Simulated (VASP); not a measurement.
# Cu (P6_3/mmc) in VASP: further runs

Runs on Cu. Level: r2SCAN. Tasks: single point.

All numbers are computed with VASP 6.6.1; they aren't measurements. Logs are shortened: lines on timing, memory, paths and dates and some standing lists are left out, and cuts for length are marked.

**1. The cell of the first run**

Symmetry: P6_3/mmc, No. 194, hexagonal system. Conventional cell: a = 2.600 Å, b = 2.600 Å, c = 4.219 Å, α = 90.00°, β = 90.00°, γ = 120.00°. Cu (site symmetry -6m2) has 12 Cu at 2.59 to 2.60 Å within 3.4 Å.

**2. Single point, r2SCAN**

File POSCAR:

```
Cu
1.0
    2.5999469499      0.0000000000      0.0000000000
   -1.2999729620      2.2516197197      0.0000000000
    0.0000000000      0.0000000000      4.2194384934
Cu
2
Direct
    0.3333333333      0.6666666667      0.2500000000
    0.6666666667      0.3333333333      0.7500000000
```

File INCAR.step1:

```
SYSTEM = Cu
PREC = Accurate
ENCUT = 520
ISMEAR = 1
SIGMA = 0.05
LREAL = .False.
LASPH = .True.
NELM = 100
NBANDS = 18
GGA = PE
ALGO = Normal
EDIFF = 1E-4
LWAVE = .True.
LCHARG = .False.
```

File INCAR.step2:

```
SYSTEM = Cu
PREC = Accurate
ENCUT = 520
EDIFF = 1E-6
ISMEAR = 1
SIGMA = 0.05
LREAL = .False.
LASPH = .True.
NELM = 100
ALGO = Normal
ISIF = 2
LWAVE = .False.
LCHARG = .False.
METAGGA = R2SCAN
LMIXTAU = .True.
NBANDS = 18
ISTART = 1
```

File KPOINTS:

```
Automatic mesh
0
Gamma
  13 13 7
  0 0 0
```

Potentials or basis: VASP PAW PBE potentials, release 64 (Cu).

Run with:

```sh
> cat potpaw_PBE.64/Cu/POTCAR > POTCAR
> cp INCAR.step1 INCAR
> mpirun -np 1 vasp_std > vasp.out
> cp INCAR.step2 INCAR
> mpirun -np 1 vasp_std > vasp.out
```

OUTCAR:

```text
SYSTEM = Cu
   PREC = Accurate
   ENCUT = 520
   EDIFF = 1E-6
   ISMEAR = 1
   LREAL = .False.
   LASPH = .True.
   NELM = 100
   ISIF = 2
   METAGGA = R2SCAN
   ISTART = 1

 ion  position               nearest neighbor table
   1  0.333  0.667  0.250-   2 2.59   2 2.59   2 2.59   2 2.59   2 2.59   2 2.59
   2  0.667  0.333  0.750-   1 2.59   1 2.59   1 2.59   1 2.59   1 2.59   1 2.59

  LATTYP: Found a hexagonal cell.
 ALAT       =     2.5999469499
 C/A-ratio  =     1.6228940723

  Lattice vectors:

 A1 = (   2.5999469499,   0.0000000000,   0.0000000000)
 A2 = (  -1.2999729620,   2.2516197197,   0.0000000000)
 A3 = (   0.0000000000,   0.0000000000,   4.2194384934)

Analysis of symmetry for initial positions (statically):
=====================================================================
 Subroutine PRICEL returns:
 Original cell was already a primitive cell.

 Routine SETGRP: Setting up the symmetry group for a
 hexagonal supercell.

 Subroutine GETGRP returns: Found 24 space group operations
 (whereof 12 operations were pure point group operations)
 out of a pool of 24 trial point group operations.

The static configuration has the point symmetry D_3d.
 The point group associated with its full space group is D_6h.

Analysis of symmetry for dynamics (positions and initial velocities):
=====================================================================
 Subroutine PRICEL returns:
 Original cell was already a primitive cell.

 Routine SETGRP: Setting up the symmetry group for a
 hexagonal supercell.

 Subroutine GETGRP returns: Found 24 space group operations
 (whereof 12 operations were pure point group operations)
 out of a pool of 24 trial point group operations.

The dynamic configuration has the point symmetry D_3d.
 The point group associated with its full space group is D_6h.

 Subroutine INISYM returns: Found 24 space group operations
 (whereof 12 operations are pure point group operations),
 and found     1 'primitive' translations

----------------------------------------------------------------------------------------

                                     Primitive cell

  volume of cell :      24.7010

  direct lattice vectors                    reciprocal lattice vectors
     2.599946950  0.000000000  0.000000000     0.384623232  0.222062277  0.000000000
    -1.299972962  2.251619720  0.000000000     0.000000000  0.444124730  0.000000000
     0.000000000  0.000000000  4.219438493     0.000000000  0.000000000  0.236998359

  length of vectors
     2.599946950  2.599946358  4.219438493     0.444124629  0.444124730  0.236998359

  position of ions in fractional coordinates (direct lattice)
     0.333333333  0.666666667  0.250000000
     0.666666667  0.333333333  0.750000000

  ion indices of the primitive-cell ions
   primitive index   ion index
                 1           1
                 2           2

----------------------------------------------------------------------------------------

 KPOINTS: Automatic mesh

Automatic generation of k-mesh.
 Grid dimensions read from file:
 generate k-points for:   13   13    7

 Generating k-lattice:

  Cartesian coordinates                     Fractional coordinates (reciprocal lattice)
     0.029586402  0.017081714  0.000000000     0.076923077  0.000000000  0.000000000
     0.000000000  0.034163441  0.000000000     0.000000000  0.076923077  0.000000000
     0.000000000  0.000000000  0.033856908     0.000000000  0.000000000  0.142857143

  Length of vectors
     0.034163433  0.034163441  0.033856908

  Shift w.r.t. Gamma in fractional coordinates (k-lattice)
     0.000000000  0.000000000  0.000000000

 Subroutine IBZKPT returns following result:
 ===========================================

 Found     84 irreducible k-points:

 Following reciprocal coordinates:
            Coordinates               Weight
  0.000000  0.000000  0.000000      1.000000
  0.076923 -0.000000  0.000000      6.000000
  0.153846 -0.000000  0.000000      6.000000
  0.230769 -0.000000  0.000000      6.000000
  0.307692 -0.000000  0.000000      6.000000
  0.384615  0.000000  0.000000      6.000000
[... 16 lines left out ...]
  0.076923 -0.000000  0.142857     12.000000
  0.153846 -0.000000  0.142857     12.000000
 [... further k-points ...]
   k-points           NKPTS =     84   k-points in BZ     NKDIM =     84   number of bands    NBANDS=     18
   number of dos      NEDOS =    301   number of ions     NIONS =      2
   total plane-waves  NPLWV =  12800
   dimension x,y,z NGX =    20 NGY =   20 NGZ =   32
   dimension x,y,z NGXF=    40 NGYF=   40 NGZF=   64
   ions per type =               2
   NGX,Y,Z   is equivalent  to a cutoff of  12.79, 12.79, 12.61 a.u.
   NGXF,Y,Z  is equivalent  to a cutoff of  25.58, 25.58, 25.22 a.u.
 SYSTEM =  Cu
   PREC   = accura    normal or accurate (medium, high low for compatibility)
   ISTART =      1    job   : 0-new  1-cont  2-samecut
   ICHARG =      0    charge: 1-file 2-atom 10-const
   ISPIN  =      1    spin polarized calculation?
   LNONCOLLINEAR =      F non collinear calculations
   LSORBIT =      F    spin-orbit coupling
   LASPH  =      T    aspherical Exc in radial PAW
   ENCUT  =  520.0 eV  38.22 Ry    6.18 a.u.   4.83  4.83  7.85*2*pi/ulx,y,z
   NELM   =    100;   NELMIN=  2; NELMDL=  0     # of ELM steps
   EDIFF  = 0.1E-05   stopping-criterion for ELM
   LREAL  =      F    real-space projection
[... 7 lines left out ...]
   TEBEG  =    0.0;   TEEND  =   0.0 temperature during run
   PSTRESS=    0.0 pullay stress
   NELECT =      22.0000    total number of electrons
   NUPDOWN=      -1.0000    fix difference up-down
   EMIN   =  10.00;   EMAX   =-10.00  energy-range for DOS
   EFERMI =   0.00;   METHOD = LEGACY
   ISMEAR =     1;   SIGMA  =   0.05  broadening in eV -4-tet -1-fermi 0-gaus
   EFERMI_NEDOS =   21; number of points for ismear=-14 and -15
   IALGO  =     38    algorithm
   IMIX   =      4    mixing-type and parameters
     AMIX     =   0.40;   BMIX     =  1.00
     AMIX_MAG =   1.60;   BMIX_MAG =  1.00
  volume/ion in A,a.u.               =      12.35        83.35
  Fermi-wavevector in a.u.,A,eV,Ry     =   1.575110  2.976527 33.755683  2.480973
  Thomas-Fermi vector in A             =   2.676143
   LORBIT       =      0    0 simple, 1 ext, 2 COOP (PROOUT), +10 PAW based schemes
   METAGGA = R2SCAN    functional components
   LHFCALC =     F    Hartree Fock is set to
   AEXX    =    0.0000 exact exchange contribution
   IVDW    =     0    specifies the selected vdW correction
   LEPSILON=     F    determine dielectric tensor
   LRPA    =     F    only Hartree local field effects (RPA)
 non-spin polarized calculation
 Methfessel and Paxton  Order N= 1 SIGMA  =   0.05
  energy-cutoff  :      520.00
  volume of cell :       24.70
 maximum number of plane-waves:       679
 NGX is ok and might be reduce to    20
   NGX =  9   NGY =  9   NGZ = 15

 number of electron      22.0000031 magnetization

 Free energy of the ion-electron system (eV)
  ---------------------------------------------------
  ext. energy  EPLUGINS =         0.00000000
  ---------------------------------------------------
  free energy    TOTEN  =       -21.58928578 eV

  energy without entropy =      -21.58919149  energy(sigma->0) =      -21.58925435

 E-fermi :   6.8918     XC(G=0): -13.4465

 val. band max:        6.7978330015   @ k =   0.3846   0.0000   0.4286
 cond. band min:       6.9026109613   @ k =   0.1538   0.1538   0.2857
 fundamental gap:      0.1047779598
 Fermi energy:         6.8917551800

 k-point     1 :       0.0000    0.0000    0.0000
  band No.  band energies     occupation
      1      -2.4585      2.00000
      2       1.8864      2.00000
      3       3.8749      2.00000
      4       3.9020      2.00000
      5       3.9022      2.00000
      6       4.1020      2.00000
[... 10 lines left out ...]
     17      30.4858      0.00000
     18      30.4860      0.00000

 k-point     2 :       0.0769   -0.0000    0.0000
  band No.  band energies     occupation
      1      -2.2668      2.00000
      2       1.9914      2.00000
      3       3.7545      2.00000
      4       3.9674      2.00000
      5       4.0032      2.00000
      6       4.0737      2.00000
[... 10 lines left out ...]
     17      31.6839      0.00000
     18      31.7182      0.00000

 k-point     3 :       0.1538   -0.0000    0.0000
  band No.  band energies     occupation
      1      -1.7021      2.00000
      2       2.2642      2.00000
      3       3.5879      2.00000
      4       3.8227      2.00000
      5       3.9679      2.00000
      6       4.1529      2.00000
[... 10 lines left out ...]
     17      29.4532      0.00000
     18      30.9421      0.00000

 k-point     4 :       0.2308   -0.0000    0.0000
  band No.  band energies     occupation
      1      -0.8030      2.00000
      2       2.5531      2.00000
      3       3.3292      2.00000
      4       3.4489      2.00000
      5       3.8871      2.00000
      6       4.0806      2.00000
[... 10 lines left out ...]
     17      26.0823      0.00000
     18      28.0472      0.00000

 k-point     5 :       0.3077   -0.0000    0.0000
  band No.  band energies     occupation
      1       0.3283      2.00000
      2       2.6265      2.00000
      3       2.9629      2.00000
      4       3.4420      2.00000
      5       3.9206      2.00000
      6       3.9585      2.00000
[... 10 lines left out ...]
     17      23.4695      0.00000
     18      26.5726      0.00000

 k-point     6 :       0.3846    0.0000    0.0000
  band No.  band energies     occupation
      1       1.4202      2.00000
      2       2.5227      2.00000
      3       2.7273      2.00000
      4       3.5743      2.00000
      5       3.8638      2.00000
      6       3.9905      2.00000
[... 10 lines left out ...]
     17      20.7799      0.00000
     18      26.0601      0.00000

 k-point     7 :       0.4615   -0.0000    0.0000
  band No.  band energies     occupation
      1       2.0359      2.00000
      2       2.4042      2.00000
      3       2.6130      2.00000
      4       3.8124      2.00000
      5       3.8143      2.00000
      6       3.9368      2.00000
[... 10 lines left out ...]
     17      20.2372      0.00000
     18      25.8561      0.00000

 k-point     8 :       0.0769    0.0769    0.0000
  band No.  band energies     occupation
      1      -1.8884      2.00000
      2       2.1823      2.00000
      3       3.6279      2.00000
      4       3.9848      2.00000
      5       4.0116      2.00000
      6       4.0952      2.00000
[... 10 lines left out ...]
     17      30.7702      0.00000
     18      31.1435      0.00000
[... 229 lines left out ...]
     17      20.4799      0.00000
     18      22.2579      0.00000

 k-point    20 :       0.3846    0.2308    0.0000
  band No.  band energies     occupation
      1       2.6322      2.00000
      2       2.7200      2.00000
      3       2.7963      2.00000
      4       3.2547      2.00000
      5       3.6857      2.00000
      6       3.8091      2.00000
[... 10 lines left out ...]
     17      18.9189      0.00000
     18      22.0778      0.00000

 k-point    21 :       0.3077    0.3077    0.0000
  band No.  band energies     occupation
      1       2.7459      2.00000
      2       2.7652      2.00000
      3       2.9088      2.00000
      4       3.1074      2.00000
      5       3.6723      2.00000
      6       3.7681      2.00000
[... 10 lines left out ...]
     17      19.9090      0.00000
     18      20.6384      0.00000

 k-point    22 :       0.0000    0.0000    0.1429
  band No.  band energies     occupation
      1      -2.2699      2.00000
      2       1.7729      2.00000
      3       3.8400      2.00000
      4       3.8683      2.00000
      5       3.8685      2.00000
      6       4.0669      2.00000
[... 10 lines left out ...]
     17      29.0373      0.00000
     18      30.5794      0.00000

 k-point    23 :       0.0769   -0.0000    0.1429
  band No.  band energies     occupation
      1      -2.0797      2.00000
      2       1.8891      2.00000
      3       3.7507      2.00000
      4       3.9194      2.00000
      5       3.9263      2.00000
      6       3.9935      2.00000
[... 10 lines left out ...]
     17      29.1456      0.00000
     18      31.0261      0.00000

 k-point    24 :       0.1538   -0.0000    0.1429
  band No.  band energies     occupation
      1      -1.5201      2.00000
      2       2.1954      2.00000
      3       3.6010      2.00000
      4       3.6473      2.00000
      5       3.9193      2.00000
      6       4.0631      2.00000
[... 10 lines left out ...]
     17      28.2034      0.00000
     18      29.6968      0.00000

 [... further k-points ...]

------------------------ aborting loop because EDIFF is reached ----------------------------------------

  FORCE on cell =-STRESS in cart. coord.  units (eV):
  Direction    XX          YY          ZZ          XY          YZ          ZX
  --------------------------------------------------------------------------------------
  -------------------------------------------------------------------------------------
  Total       -1.6598768     -1.6598762     -1.1836275     -0.0000004     -0.0000000      0.0000000
  in kB     -107.6644278   -107.6643908    -76.7735160     -0.0000245     -0.0000000      0.0000000
  external PRESSURE =     -97.3674449 kB  Pullay stress =       0.0000000 kB

 VOLUME and BASIS-vectors are now :
 -----------------------------------------------------------------------------
  energy-cutoff  :      520.00
  volume of cell :       24.70
      direct lattice vectors                 reciprocal lattice vectors
     2.599946950  0.000000000  0.000000000     0.384623232  0.222062277  0.000000000
    -1.299972962  2.251619720  0.000000000     0.000000000  0.444124730  0.000000000
     0.000000000  0.000000000  4.219438493     0.000000000  0.000000000  0.236998359

 POSITION                                       TOTAL-FORCE (eV/Angst)
 -----------------------------------------------------------------------------------
      0.00000      1.50108      1.05486        -0.000000     -0.000000      0.000000
      1.29997      0.75054      3.16458         0.000000      0.000000      0.000000
 -----------------------------------------------------------------------------------
    total drift:                               -0.000000      0.000000     -0.000000

  FREE ENERGIE OF THE ION-ELECTRON SYSTEM (eV)
  ---------------------------------------------------
  free  energy   TOTEN  =       -21.5892857845 eV

  energy  without entropy=      -21.5891914926  energy(sigma->0) =      -21.58925435
```

Wall time 2.3 min (1 thread of AMD EPYC 7R43 (Zen 3), shared host); peak memory 0.12 GiB.

Results:

| Quantity | Value |
| --- | --- |
| Free energy | -21.5893 eV |
| Pressure | -9.7 GPa |
| Band gap on the k mesh | zero (band 11 reaches 9.90 eV, above the bottom of band 12 at 4.92 eV) |

Levels at points of the mesh, in eV from the Fermi level:
```
           k point  band 8  band 9  band 10  band 11  band 12  band 13  band 14  band 15
(0.00, 0.00, 0.00)   -2.55   -2.55    -1.83    -1.83    -0.88     3.80    21.66    21.90
```

Caveat: the PAW data sets were made with another functional, which shifts forces and pressure a little.

(Part 1 of 2 ends here.)
